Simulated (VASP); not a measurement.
# Pb (I4/mmm) in VASP: a series of runs, part 2 of 2

VASP 6.6.1.

## (5) Single point, PBEsol

This run uses another cell than the first one, of the same volume but with other edges.

File INCAR:

```
SYSTEM = Pb
PREC = Accurate
ENCUT = 520
EDIFF = 1E-7
ISMEAR = 0
SIGMA = 0.15
LREAL = .FALSE.
LASPH = .TRUE.
NELM = 80
ALGO = Fast
ISIF = 2
LWAVE = .FALSE.
LCHARG = .FALSE.
GGA = PS
NBANDS = 13
```

File KPOINTS:

```
Automatic mesh
0
G
  18 18 18
  0 0 0
```

File POSCAR:

```
Pb
1.0
    0.0000000000      2.3925676403      2.6318244044
    2.3925676403      0.0000000000      2.6318244044
    2.3925676403      2.3925676403      0.0000000000
Pb
1
Direct
    0.0000000000      0.0000000000      0.0000000000
```

Potentials or basis: VASP PAW PBE potentials, release 64 (Pb_d).

On the command line:

```bash
$ cat potpaw_PBE.64/Pb_d/POTCAR > POTCAR
$ mpirun -np 1 vasp_std > vasp.out
```

OUTCAR:

```text
SYSTEM = Pb
   PREC = Accurate
   ENCUT = 520
   EDIFF = 1E-7
   ISMEAR = 0
   LREAL = .FALSE.
   LASPH = .TRUE.
   NELM = 80
   ISIF = 2
   GGA = PS

 ion  position               nearest neighbor table
   1  0.000  0.000  0.000-

  LATTYP: Found a body centered tetragonal cell.
 ALAT       =     3.3836016058
 C/A-ratio  =     1.5556349187

  Lattice vectors:

 A1 = (  -2.3925676403,   0.0000000000,   2.6318244044)
 A2 = (   2.3925676403,   0.0000000000,   2.6318244044)
 A3 = (   0.0000000000,   2.3925676403,  -2.6318244044)

Analysis of symmetry for initial positions (statically):
=====================================================================
 Subroutine PRICEL returns:
 Original cell was already a primitive cell.

 Routine SETGRP: Setting up the symmetry group for a
 body centered tetragonal supercell.

 Subroutine GETGRP returns: Found 16 space group operations
 (whereof 16 operations were pure point group operations)
 out of a pool of 16 trial point group operations.

The static configuration has the point symmetry D_4h.

Analysis of symmetry for dynamics (positions and initial velocities):
=====================================================================
 Subroutine PRICEL returns:
 Original cell was already a primitive cell.

 Routine SETGRP: Setting up the symmetry group for a
 body centered tetragonal supercell.

 Subroutine GETGRP returns: Found 16 space group operations
 (whereof 16 operations were pure point group operations)
 out of a pool of 16 trial point group operations.

The dynamic configuration has the point symmetry D_4h.

 Subroutine INISYM returns: Found 16 space group operations
 (whereof 16 operations are pure point group operations),
 and found     1 'primitive' translations

----------------------------------------------------------------------------------------

                                     Primitive cell

  volume of cell :      30.1311
[... 114 lines left out ...]
   AEXX    =    0.0000 exact exchange contribution
   IVDW    =     0    specifies the selected vdW correction
   LEPSILON=     F    determine dielectric tensor
   LRPA    =     F    only Hartree local field effects (RPA)
 non-spin polarized calculation
 RMM-DIIS sequential band-by-band and
 Gauss-broadening in eV      SIGMA  =   0.15
  energy-cutoff  :      520.00
  volume of cell :       30.13
 maximum number of plane-waves:       826
   NGX = 13   NGY = 13   NGZ = 13

 number of electron      13.9999998 magnetization

 Free energy of the ion-electron system (eV)
  ---------------------------------------------------
  ext. energy  EPLUGINS =         0.00000000
  ---------------------------------------------------
  free energy    TOTEN  =        -3.99473955 eV

  energy without entropy =       -3.98980917  energy(sigma->0) =       -3.99227436

 E-fermi :   7.1813     XC(G=0): -10.3705

 val. band max:        7.1702558919   @ k =   0.3333   0.2778   0.0000
 cond. band min:       7.1964719558   @ k =  -0.3889   0.3333   0.1667
 fundamental gap:      0.0262160639
 Fermi energy:         7.1813159665

 k-point     1 :       0.0000    0.0000    0.0000
  band No.  band energies     occupation
      1      -9.9104      2.00000
      2      -9.7785      2.00000
      3      -9.7785      2.00000
      4      -9.7399      2.00000
      5      -9.6239      2.00000
      6      -4.6447      2.00000
      7      14.6125      0.00000
      8      14.6125      0.00000
      9      14.6725      0.00000
     10      17.0310      0.00000
     11      18.5970      0.00000
     12      19.5781      0.00000
     13      19.6938      0.00000
[... 354 lines left out ...]
  band No.  band energies     occupation
      1      -9.8485      2.00000
      2      -9.8148      2.00000
      3      -9.7358      2.00000
      4      -9.6475      2.00000
      5      -9.6462      2.00000
      6      -3.4251      2.00000
      7       8.0914      0.00000
      8      12.1152      0.00000
      9      14.5868      0.00000
     10      16.7312      0.00000
     11      18.6493      0.00000
     12      19.5307      0.00000
     13      20.1504      0.00000

 [... further k-points ...]

------------------------ aborting loop because EDIFF is reached ----------------------------------------

  FORCE on cell =-STRESS in cart. coord.  units (eV):
  Direction    XX          YY          ZZ          XY          YZ          ZX
  --------------------------------------------------------------------------------------
  -------------------------------------------------------------------------------------
  Total        0.0655381      0.0655381     -0.2118263      0.0000000      0.0000000      0.0000000
  in kB        3.4848912      3.4848912    -11.2635476      0.0000000      0.0000000      0.0000000
  external PRESSURE =      -1.4312551 kB  Pullay stress =       0.0000000 kB

 VOLUME and BASIS-vectors are now :
 -----------------------------------------------------------------------------
  energy-cutoff  :      520.00
  volume of cell :       30.13
      direct lattice vectors                 reciprocal lattice vectors
     0.000000000  2.392567640  2.631824404    -0.208980508  0.208980508  0.189982280
     2.392567640  0.000000000  2.631824404     0.208980508 -0.208980508  0.189982280
     2.392567640  2.392567640  0.000000000     0.208980508  0.208980508 -0.189982280

 POSITION                                       TOTAL-FORCE (eV/Angst)
 -----------------------------------------------------------------------------------
      0.00000      0.00000      0.00000         0.000000     -0.000000      0.000000
 -----------------------------------------------------------------------------------
    total drift:                               -0.000000     -0.000000     -0.000000

  FREE ENERGIE OF THE ION-ELECTRON SYSTEM (eV)
  ---------------------------------------------------
  free  energy   TOTEN  =        -3.9947395471 eV

  energy  without entropy=       -3.9898091692  energy(sigma->0) =       -3.99227436
```

Run time: 5 min. Hardware: 1 thread of Intel Xeon Platinum 8375C at 2.90GHz (Ice Lake), shared host; peak memory 0.29 GiB.

What came out:

- Free energy: -3.9947 eV
- Pressure: -0.1 GPa
- Band gap on the k mesh: zero (bands 7 and 8 overlap by 9.38 eV)

Stress tensor (GPa, compression positive):
```
 0.35  0.00  0.00
 0.00  0.35  0.00
 0.00  0.00 -1.13
```

Caveat: the PAW data sets were made with another functional, which shifts forces and pressure a little; spin-orbit coupling is left out, which moves the levels of the heavy elements.

## (6) Summary

```csv
cell,further INCAR settings,gap on the mesh (eV),pressure (GPa)
"a = 3.403, b = 3.403, c = 3.794 Å, angles 56.1, 56.1, 67.8°, 1 atom",ALGO = Fast; EDIFF = 1e-07; NBANDS = 13,none,-0.3
"a = 3.712, b = 3.712, c = 3.200 Å, angles 64.5, 64.5, 51.1°, 1 atom",ALGO = Fast; EDIFF = 1e-06; NBANDS = 13,none,0.8
"a = 3.451, b = 3.451, c = 3.591 Å, angles 58.6, 58.6, 62.7°, 1 atom",ALGO = Fast; EDIFF = 1e-07; NBANDS = 13,none,-0.2
"a = 3.557, b = 3.557, c = 3.384 Å, angles 61.6, 61.6, 56.8°, 1 atom",ALGO = Fast; EDIFF = 1e-07; NBANDS = 13,none,-0.1
```

Alike in all rows: task single point; level PBEsol; potentials or basis VASP PAW PBE potentials, release 64 (Pb_d); no spin polarisation; k mesh 18 × 18 × 18; cutoff (eV) 520; smearing gaussian 0.15 eV.

Caveats: the PAW data sets were made with another functional, which shifts forces and pressure a little; spin-orbit coupling is left out, which moves the levels of the heavy elements.

Absolute energies hang on the potentials; compare differences alone.
